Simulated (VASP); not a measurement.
A run of VASP 6.6.1:

POSCAR

```
KBr
1.0
    0.0000000000      3.3024387198      3.3024387198
    3.3024387198      0.0000000000      3.3024387198
    3.3024387198      3.3024387198      0.0000000000
K Br
1 1
Direct
    0.0000000000      0.0000000000      0.0000000000
    0.5000000000      0.5000000000      0.5000000000
```

File INCAR.step1:

```
SYSTEM = KBr
PREC = Accurate
ENCUT = 520
EDIFF = 1E-5
ISMEAR = 0
SIGMA = 0.01
LREAL = .False.
LASPH = .True.
NELM = 150
ALGO = Normal
ISIF = 2
LWAVE = .True.
LCHARG = .False.
MAGMOM = 0 0 0 0 0 0
LORBIT = 11
LSORBIT = .True.
GGA_COMPAT = .False.
LORBMOM = .True.
NBANDS = 28
GGA = PE
```

Contents of INCAR.step2:

```
SYSTEM = KBr
PREC = Accurate
ENCUT = 520
EDIFF = 1E-6
ISMEAR = 0
SIGMA = 0.01
LREAL = .False.
LASPH = .True.
NELM = 150
ALGO = Normal
ISIF = 2
LWAVE = .False.
LCHARG = .False.
MAGMOM = 0 0 0 0 0 0
LORBIT = 11
LSORBIT = .True.
GGA_COMPAT = .False.
LORBMOM = .True.
GGA = PE
LHFCALC = .True.
HFSCREEN = 0.2079
PRECFOCK = Normal
NBANDS = 28
ISTART = 1
```

The input KPOINTS:

```
regular mesh
0
Gamma
  4 4 4
  0 0 0
```

Potentials or basis: VASP PAW PBE potentials, release 64 (K_sv, Br).

Run with:

```bash
$ cat potpaw_PBE.64/K_sv/POTCAR potpaw_PBE.64/Br/POTCAR > POTCAR
$ cp INCAR.step1 INCAR
$ mpirun -np 1 vasp_ncl > vasp.out
$ cp INCAR.step2 INCAR
$ mpirun -np 1 vasp_ncl > vasp.out
```

Hardware: 1 thread of Intel(R) Xeon(R) Platinum 8259CL CPU @ 2.50GHz (Skylake/Cascade Lake) (shared host).

**Question.** Estimate the wall time of this run.

**Answer.** Wall time 42 min on 1 thread of Intel(R) Xeon(R) Platinum 8259CL CPU @ 2.50GHz (Skylake/Cascade Lake) (shared host), peak memory 0.52 GiB. Counts: k points 8.
